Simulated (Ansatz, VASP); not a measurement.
Two plane-wave programs on AlNi3

```
Al Ni
1.0
     3.41352    0.00000    0.00000
     0.00000    3.41352    0.00000
     0.00000    0.00000    3.41352
Al Ni
1 3
Direct
  0.00000 0.00000 0.00000
  0.00000 0.50000 0.50000
  0.50000 0.00000 0.50000
  0.50000 0.50000 0.00000
```

Change from the starting cell: equal strain along all axes, cell held, atoms relaxed: -3.0 %.

Alike in both runs: task single point; functional PBEsol; k mesh 14 × 14 × 14; occupations gaussian, width 0.1 eV; collinear spin.

|  | VASP | Ansatz |
| --- | --- | --- |
| version | VASP 6.6.1 | Ansatz 0.2.0 |
| potentials or method | VASP PAW PBE potentials, release 64 (Al, Ni), cutoff 520 eV | scalar-relativistic, plane waves, PAW |
| valence electrons in the cell | 33 | 57 |

Ansatz gave:

| Quantity | Value |
| --- | --- |
| gap on the k mesh at the Fermi level (eV) | none |
| pressure (GPa) | 22.9 |
| net moment per atom (μB) | 0.15 |
| size of the moment on the site where the two differ most (μB) | 0.21 |

Q: Which values does VASP return?

A: gap on the k mesh at the Fermi level (eV): none; pressure (GPa): 21.0; net moment per atom (μB): 0.05; size of the moment on the site where the two differ most (μB): 0.07.

The net moments are unlike, so the other rows may belong to different states. VASP's potentials were made for PBE, not for PBEsol. Site moments also hang on the region over which each program counts them. A gap of «none» marks a metal or a gap that the smearing closes. VASP's potentials hold 33 valence electrons a cell and Ansatz's 57, so a difference there can come from the potentials and not from the codes.
